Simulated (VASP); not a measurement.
# Al2O3 (P-6m2) in VASP: further runs

The runs below take Al2O3 through single point, with PBE+D3(BJ).

All numbers are computed with VASP 6.6.1; they aren't measurements. Logs are shortened: lines on timing, memory, paths and dates and some standing lists are left out, and cuts for length are marked.

## 1. The cell of the first run

It takes space group P-6m2 (No. 187, hexagonal). Conventional cell: a = 2.810 Å, b = 2.810 Å, c = 6.859 Å, α = 90.00°, β = 90.00°, γ = 120.00°. Al (site symmetry 3m) has 6 O at 1.74 to 2.08 Å within 2.3 Å. O (site symmetry 3m) has 3 Al at 1.74 Å within 2.3 Å. O (site symmetry -6m2) has 6 Al at 2.08 Å and 12 O at 2.54 to 2.81 Å within 2.9 Å.

## 2. Single point, PBE+D3(BJ)

The input, INCAR:

```
ALGO = Normal ; EDIFF = 1E-6
ENCUT = 520 ; GGA = PE
ISIF = 2 ; ISMEAR = 0
IVDW = 12 ; LASPH = True
LCHARG = True ; LELF = True
LREAL = False ; LVHAR = True
LWAVE = False ; NBANDS = 20
NELM = 60 ; PREC = Accurate
SIGMA = 0.05
```

The input, KPOINTS:

```
k-points
0
Gamma
  9 9 4
```

The input, POSCAR:

```
Al2O3
1.0
    2.8099000000      0.0000000000      0.0000000000
   -1.4049500000      2.4334447821      0.0000000000
    0.0000000000      0.0000000000      6.8585000000
Al O
2 3
Direct
    0.0000000000      0.0000000000      0.1907358529
    0.0000000000      0.0000000000      0.8092641471
    0.3333333333      0.6666666667      0.2840924954
    0.6666666667      0.3333333333      0.0000000000
    0.3333333333      0.6666666667      0.7159075046
```

Potentials or basis: VASP PAW PBE potentials, release 64 (Al, O).

On the command line:

```bash
$ cat potpaw_PBE.64/Al/POTCAR potpaw_PBE.64/O/POTCAR > POTCAR
$ mpirun -np 1 vasp_std > vasp.out
```

OUTCAR:

```text
EDIFF = 1E-6
   ENCUT = 520
   GGA = PE
   ISIF = 2
   ISMEAR = 0
   IVDW = 12
   LASPH = True
   LREAL = False
   NELM = 60
   PREC = Accurate
 IVDW          = 12

 ion  position               nearest neighbor table
   1  0.000  0.000  0.191-   3 1.74   3 1.74   3 1.74   4 2.08   4 2.08   4 2.08   2 2.62
   2  0.000  0.000  0.809-   5 1.74   5 1.74   5 1.74   4 2.08   4 2.08   4 2.08   1 2.62
   3  0.333  0.667  0.284-   1 1.74   1 1.74   1 1.74
   4  0.667  0.333  0.000-   1 2.08   2 2.08   1 2.08   2 2.08   1 2.08   2 2.08
   5  0.333  0.667  0.716-   2 1.74   2 1.74   2 1.74

  LATTYP: Found a hexagonal cell.
 ALAT       =     2.8099000000
 C/A-ratio  =     2.4408341934

  Lattice vectors:

 A1 = (   2.8099000000,   0.0000000000,   0.0000000000)
 A2 = (  -1.4049500000,   2.4334447821,   0.0000000000)
 A3 = (   0.0000000000,   0.0000000000,   6.8585000000)

Analysis of symmetry for initial positions (statically):
=====================================================================
 Subroutine PRICEL returns:
 Original cell was already a primitive cell.

 Routine SETGRP: Setting up the symmetry group for a
 hexagonal supercell.

 Subroutine GETGRP returns: Found 12 space group operations
 (whereof 12 operations were pure point group operations)
 out of a pool of 24 trial point group operations.

The static configuration has the point symmetry D_3h.

Analysis of symmetry for dynamics (positions and initial velocities):
=====================================================================
 Subroutine PRICEL returns:
 Original cell was already a primitive cell.

 Routine SETGRP: Setting up the symmetry group for a
 hexagonal supercell.

 Subroutine GETGRP returns: Found 12 space group operations
 (whereof 12 operations were pure point group operations)
 out of a pool of 24 trial point group operations.

The dynamic configuration has the point symmetry D_3h.

 Subroutine INISYM returns: Found 12 space group operations
 (whereof 12 operations are pure point group operations),
 and found     1 'primitive' translations

----------------------------------------------------------------------------------------

                                     Primitive cell

  volume of cell :      46.8966

  direct lattice vectors                    reciprocal lattice vectors
     2.809900000  0.000000000  0.000000000     0.355884551  0.205470041  0.000000000
    -1.404950000  2.433444782  0.000000000     0.000000000  0.410940083  0.000000000
     0.000000000  0.000000000  6.858500000     0.000000000  0.000000000  0.145804476

  length of vectors
     2.809900000  2.809900000  6.858500000     0.410940083  0.410940083  0.145804476

  position of ions in fractional coordinates (direct lattice)
     0.000000000  0.000000000  0.190735853
     0.000000000  0.000000000  0.809264147
     0.333333333  0.666666667  0.284092495
     0.666666667  0.333333333  0.000000000
     0.333333333  0.666666667  0.715907505

  ion indices of the primitive-cell ions
   primitive index   ion index
                 1           1
                 2           2
                 3           3
                 4           4
                 5           5

----------------------------------------------------------------------------------------

 KPOINTS: k-points

Automatic generation of k-mesh.
 Grid dimensions read from file:
 generate k-points for:    9    9    4

 Generating k-lattice:

  Cartesian coordinates                     Fractional coordinates (reciprocal lattice)
     0.039542728  0.022830005  0.000000000     0.111111111 -0.000000000  0.000000000
     0.000000000  0.045660009  0.000000000     0.000000000  0.111111111  0.000000000
     0.000000000  0.000000000  0.036451119     0.000000000  0.000000000  0.250000000

  Length of vectors
     0.045660009  0.045660009  0.036451119

  Shift w.r.t. Gamma in fractional coordinates (k-lattice)
     0.000000000  0.000000000  0.000000000

 Subroutine IBZKPT returns following result:
 ===========================================

 Found     36 irreducible k-points:

 Following reciprocal coordinates:
            Coordinates               Weight
  0.000000  0.000000  0.000000      1.000000
  0.111111  0.000000  0.000000      6.000000
  0.222222 -0.000000  0.000000      6.000000
  0.333333 -0.000000  0.000000      6.000000
  0.444444 -0.000000  0.000000      6.000000
  0.111111  0.111111  0.000000      6.000000
[... 16 lines left out ...]
  0.333333  0.222222  0.250000     24.000000
  0.333333  0.333333  0.250000      4.000000
 [... further k-points ...]
   k-points           NKPTS =     36   k-points in BZ     NKDIM =     36   number of bands    NBANDS=     20
   number of dos      NEDOS =    301   number of ions     NIONS =      5
   total plane-waves  NPLWV =  31104
   dimension x,y,z NGX =    24 NGY =   24 NGZ =   54
   dimension x,y,z NGXF=    48 NGYF=   48 NGZF=  108
   ions per type =               2   3
   NGX,Y,Z   is equivalent  to a cutoff of  14.20, 14.20, 13.09 a.u.
   NGXF,Y,Z  is equivalent  to a cutoff of  28.40, 28.40, 26.18 a.u.
 SYSTEM =  unknown system
   PREC   = accura    normal or accurate (medium, high low for compatibility)
   ISTART =      0    job   : 0-new  1-cont  2-samecut
   ICHARG =      2    charge: 1-file 2-atom 10-const
   ISPIN  =      1    spin polarized calculation?
   LNONCOLLINEAR =      F non collinear calculations
   LSORBIT =      F    spin-orbit coupling
   LASPH  =      T    aspherical Exc in radial PAW
   ENCUT  =  520.0 eV  38.22 Ry    6.18 a.u.   5.22  5.22 12.75*2*pi/ulx,y,z
   NELM   =     60;   NELMIN=  2; NELMDL= -5     # of ELM steps
   EDIFF  = 0.1E-05   stopping-criterion for ELM
   LREAL  =      F    real-space projection
   EDIFFG = 0.1E-04   stopping-criterion for IOM
   NSW    =      0    number of steps for IOM
   IBRION =     -1    ionic relax: 0-MD 1-quasi-New 2-CG
   NFREE  =      0    steps in history (QN), initial steepest desc. (CG)
   ISIF   =      2    stress and relaxation
   ISYM   =      2    0-nonsym 1-usesym 2-fastsym
   POTIM  = 0.5000    time-step for ionic-motion
   TEBEG  =    0.0;   TEEND  =   0.0 temperature during run
   PSTRESS=    0.0 pullay stress
   NELECT =      24.0000    total number of electrons
   NUPDOWN=      -1.0000    fix difference up-down
   EMIN   =  10.00;   EMAX   =-10.00  energy-range for DOS
   EFERMI =   0.00;   METHOD = LEGACY
   ISMEAR =     0;   SIGMA  =   0.05  broadening in eV -4-tet -1-fermi 0-gaus
   EFERMI_NEDOS =   21; number of points for ismear=-14 and -15
   IALGO  =     38    algorithm
   IMIX   =      4    mixing-type and parameters
     AMIX     =   0.40;   BMIX     =  1.00
     AMIX_MAG =   1.60;   BMIX_MAG =  1.00
  volume/ion in A,a.u.               =       9.38        63.29
  Fermi-wavevector in a.u.,A,eV,Ry     =   1.309478  2.474554 23.330340  1.714732
  Thomas-Fermi vector in A             =   2.440074
   LORBIT       =      0    0 simple, 1 ext, 2 COOP (PROOUT), +10 PAW based schemes
   GGA     = PE    functional components
   LHFCALC =     F    Hartree Fock is set to
   AEXX    =    0.0000 exact exchange contribution
   IVDW    =    12    specifies the selected vdW correction
   LEPSILON=     F    determine dielectric tensor
   LRPA    =     F    only Hartree local field effects (RPA)
 non-spin polarized calculation
 Gauss-broadening in eV      SIGMA  =   0.05
  energy-cutoff  :      520.00
  volume of cell :       46.90
 maximum number of plane-waves:      1279
 NGX is ok and might be reduce to    24
   NGX = 11   NGY = 11   NGZ = 25

 number of electron      24.0000008 magnetization

 Free energy of the ion-electron system (eV)
  ---------------------------------------------------
  ext. energy  EPLUGINS =         0.00000000
  ---------------------------------------------------
  free energy    TOTEN  =       -35.91980236 eV

  energy without entropy =      -35.91980236  energy(sigma->0) =      -35.91980236

 E-fermi :   5.2179     XC(G=0): -10.8280

 val. band max:        5.0041352156   @ k =   0.1111   0.1111   0.0000
 cond. band min:       9.9851993594   @ k =   0.0000   0.0000   0.0000
 fundamental gap:      4.9810641439
 Fermi energy:         5.2178566786

 k-point     1 :       0.0000    0.0000    0.0000
  band No.  band energies     occupation
      1     -15.0451      2.00000
      2     -13.3450      2.00000
      3     -12.1695      2.00000
      4      -0.5827      2.00000
      5       2.0515      2.00000
      6       2.7478      2.00000
[... 12 lines left out ...]
     19      20.2474      0.00000
     20      20.5316      0.00000

 k-point     2 :       0.1111    0.0000    0.0000
  band No.  band energies     occupation
      1     -14.8745      2.00000
      2     -13.2183      2.00000
      3     -12.1121      2.00000
      4      -0.5285      2.00000
      5       1.5121      2.00000
      6       2.5734      2.00000
[... 12 lines left out ...]
     19      20.3135      0.00000
     20      20.5440      0.00000

 k-point     3 :       0.2222   -0.0000    0.0000
  band No.  band energies     occupation
      1     -14.3949      2.00000
      2     -12.8780      2.00000
      3     -11.9836      2.00000
      4      -0.5496      2.00000
      5       0.1892      2.00000
      6       1.7382      2.00000
[... 12 lines left out ...]
     19      20.0781      0.00000
     20      20.7734      0.00000

 k-point     4 :       0.3333   -0.0000    0.0000
  band No.  band energies     occupation
      1     -13.7181      2.00000
      2     -12.4506      2.00000
      3     -11.9081      2.00000
      4      -1.1986      2.00000
      5      -1.0170      2.00000
      6       0.6382      2.00000
[... 429 lines left out ...]
 k-point    23 :       0.3333    0.2222    0.2500
  band No.  band energies     occupation
      1     -12.8420      2.00000
      2     -12.0640      2.00000
      3     -11.9537      2.00000
      4      -1.6916      2.00000
      5      -1.2020      2.00000
      6      -0.0789      2.00000
[... 12 lines left out ...]
     19      19.1678      0.00000
     20      19.4354      0.00000

 k-point    24 :       0.3333    0.3333    0.2500
  band No.  band energies     occupation
      1     -12.6196      2.00000
      2     -12.0470      2.00000
      3     -11.9549      2.00000
      4      -1.6434      2.00000
      5      -1.0075      2.00000
      6      -0.3199      2.00000
[... 12 lines left out ...]
     19      18.8266      0.00000
     20      19.2566      0.00000

 [... further k-points ...]

------------------------ aborting loop because EDIFF is reached ----------------------------------------

 Edisp (eV)   -1.07720

 E8    (eV) :    -0.4075

  FORCE on cell =-STRESS in cart. coord.  units (eV):
  Direction    XX          YY          ZZ          XY          YZ          ZX
  --------------------------------------------------------------------------------------
  -------------------------------------------------------------------------------------
  Total       5.56188     5.56188     6.78376     0.00000    -0.00000     0.00000
  in kB     190.01620   190.01620   231.76065     0.00000    -0.00000     0.00000
  external pressure =      203.93 kB  Pullay stress =        0.00 kB

 VOLUME and BASIS-vectors are now :
 -----------------------------------------------------------------------------
  energy-cutoff  :      520.00
  volume of cell :       46.90
      direct lattice vectors                 reciprocal lattice vectors
     2.809900000  0.000000000  0.000000000     0.355884551  0.205470041  0.000000000
    -1.404950000  2.433444782  0.000000000     0.000000000  0.410940083  0.000000000
     0.000000000  0.000000000  6.858500000     0.000000000  0.000000000  0.145804476

 POSITION                                       TOTAL-FORCE (eV/Angst)
 -----------------------------------------------------------------------------------
      0.00000      0.00000      1.30816        -0.000000      0.000000      0.406773
      0.00000      0.00000      5.55034        -0.000000      0.000000     -0.406773
     -0.00000      1.62230      1.94845         0.000000     -0.000000      1.329992
      1.40495      0.81115      0.00000        -0.000000      0.000000      0.000000
     -0.00000      1.62230      4.91005         0.000000     -0.000000     -1.329992
 -----------------------------------------------------------------------------------
    total drift:                                0.000000     -0.000000      0.000000

  FREE ENERGIE OF THE ION-ELECTRON SYSTEM (eV)
  ---------------------------------------------------
  free  energy   TOTEN  =       -36.9970055368 eV

  energy  without entropy=      -36.9970055368  energy(sigma->0) =      -36.99700554
```

Run time: 19 s. Hardware: 1 thread of AMD EPYC 9R45 (Zen 5), shared host; peak memory 0.17 GiB.

What came out:

```yaml
Free_energy: -36.9970 eV
Pressure: 20.4 GPa
Largest_force: 1.330 eV/Å
Band_gap_on_the_k_mesh: 4.98 eV (least direct gap 5.11 eV)
Dispersion_energy_per_atom: -0.215 eV
```

Forces in eV/Å, atoms in the order of the input:
```
Al   0.000  0.000  0.407
Al   0.000  0.000 -0.407
O    0.000  0.000  1.330
O    0.000  0.000  0.000
O    0.000  0.000 -1.330
```

Levels at points of the mesh, in eV from the valence-band top:
```csv
k point,band 8,band 9,band 10,band 11,band 12,band 13,band 14,band 15,band 16,band 17
"(0.00, 0.00, 0.00)",-1.63,-1.63,-1.19,-1.19,-0.13,4.98,7.76,9.35,12.48,14.90
"(0.00, 0.00, 0.50)",-1.67,-1.67,-1.16,-1.16,-1.07,5.47,7.78,8.67,13.36,14.93
```

Caveat: the cell stands under pressure; an odd mesh through Γ misses points on the zone boundary, where band edges can lie; forces of over 1 eV/Å act on the atoms, so gaps and moduli don't describe the material at rest.

[end of part 1 of 2]
